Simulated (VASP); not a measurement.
Write the native input for VASP 6.6.1 that does the following.

- Task: single point
- Functional: r2SCAN
- Potentials or basis: VASP PAW PBE potentials, release 64 (Ta_pv, N)
- Cutoff: 520 eV
- k mesh: 10 × 10 × 6
- Occupations: fermi-dirac, width 0.05 eV
- Spin: no spin polarisation
- Dipole correction: no
- Further INCAR settings: ALGO = Normal; EDIFF = 1e-06; NBANDS = 20

The system is Ta2N.

```
Ta N
1.0
     3.06328    0.00000    0.00000
    -1.53164    2.65287    0.00000
     0.00000    0.00000    4.89410
Ta N
2 1
Direct
  0.33333 0.66667 0.25757
  0.66667 0.33333 0.74243
  0.00000 0.00000 0.00000
```

These files were run (other wordings do the same):

POSCAR

```
Ta2N
1.0
    3.0632754709      0.0000000000      0.0000000000
   -1.5316377354      2.6528743766      0.0000000000
    0.0000000000      0.0000000000      4.8940956891
Ta N
2 1
Direct
    0.3333333333      0.6666666667      0.2575713099
    0.6666666667      0.3333333333      0.7424286901
    0.0000000000      0.0000000000      0.0000000000
```

INCAR.step1

```
SYSTEM = Ta2N
PREC = Accurate ; ENCUT = 520
ISMEAR = -1 ; SIGMA = 0.05
LREAL = .False. ; LASPH = .True.
NELM = 60 ; NBANDS = 20
GGA = PE ; ALGO = Normal
EDIFF = 1E-4 ; LWAVE = .True.
LCHARG = .False.
```

INCAR.step2

```
SYSTEM = Ta2N
PREC = Accurate ; ENCUT = 520
EDIFF = 1E-6 ; ISMEAR = -1
SIGMA = 0.05 ; LREAL = .False.
LASPH = .True. ; NELM = 60
ALGO = Normal ; ISIF = 2
LWAVE = .False. ; LCHARG = .False.
METAGGA = R2SCAN ; LMIXTAU = .True.
NBANDS = 20 ; ISTART = 1
```

KPOINTS

```
Automatic mesh
0
Gamma
  10 10 6
  0 0 0
```

Potentials or basis: VASP PAW PBE potentials, release 64 (Ta_pv, N).

The run is started by

```console
$ cat potpaw_PBE.64/Ta_pv/POTCAR potpaw_PBE.64/N/POTCAR > POTCAR
$ cp INCAR.step1 INCAR
$ mpirun -np 1 vasp_std > vasp.out
$ cp INCAR.step2 INCAR
$ mpirun -np 1 vasp_std > vasp.out
```

It gave:

The pressure is 3.1 GPa and the largest force is 0.078 eV/Å. The band gap on the k mesh is zero (an odd number of electrons rules out a gap without spin polarisation).

Caveat: the cell stands under pressure; the PAW data sets were made with another functional, which shifts forces and pressure a little; spin-orbit coupling is left out, which moves the levels of the heavy elements.

Run time: 3.3 min on 1 thread of Intel Xeon 8259CL, on a shared host, peak memory 0.2 GiB.
